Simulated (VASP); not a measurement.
ZnCu: single point with PBE

Crystal: ZnCu.

```
Zn Cu
1.0
     2.76078    0.00000    0.00000
     0.00000    2.76078    0.00000
     0.00000    0.00000    3.39974
Zn Cu
1 1
Direct
  0.50000 0.50000 0.50000
  0.00000 0.00000 0.00000
```

This cell differs from its parent crystal: uniaxial strain along c: -1.0 %.

```yaml
Program: VASP 6.6.1
Task: single point
Functional: PBE
Potentials_or_basis: VASP PAW PBE potentials, release 64 (Zn, Cu_sv_GW)
Cutoff: 700 eV
k_mesh: 16 × 16 × 12
Occupations: gaussian, width 0.1 eV
Spin: no spin polarisation
Dipole_correction: no
Further_INCAR_settings: ALGO = Normal; EDIFF = 1e-06; NBANDS = 22
```

```yaml
Pressure: -1.9 GPa
Band_gap_on_the_k_mesh: zero (an odd number of electrons rules out a gap without spin polarisation)
```

Stress tensor (GPa, compression positive):
```
-1.43  0.00  0.00
 0.00 -1.43  0.00
 0.00  0.00 -2.76
```

Levels at points of the mesh, in eV from the Fermi level:
```
           k point  band 12  band 13  band 14  band 15  band 16  band 17  band 18  band 19  band 20  band 21
(0.00, 0.00, 0.00)    -3.51    -2.64    -2.64    -2.45     2.06     7.03     8.78     8.78    13.26    14.80
(0.50, 0.00, 0.00)    -3.63    -3.57    -2.96    -2.70    -1.45     8.67     8.85    10.01    10.90    14.70
(0.50, 0.50, 0.00)    -2.95    -2.92    -2.13    -0.82    -0.82     3.13     3.61    11.12    12.34    12.34
(0.00, 0.00, 0.50)    -3.77    -2.93    -2.93    -2.71    -2.48    12.73    12.73    13.64    13.64    14.59
(0.50, 0.00, 0.50)    -2.77    -2.66    -2.51    -2.35    -1.97     1.22     1.65    15.98    17.42    17.65
(0.50, 0.50, 0.50)    -4.07    -2.58    -2.13     4.05     4.05     4.17     4.21     4.21     5.04     5.72
```

Wall time 81 s on 1 thread of Intel(R) Xeon(R) 6975P-C (Granite Rapids), with other jobs on the host, peak memory 0.43 GiB.

Caveat: the cell differs from its parent crystal (uniaxial strain along c: -1.0 %).
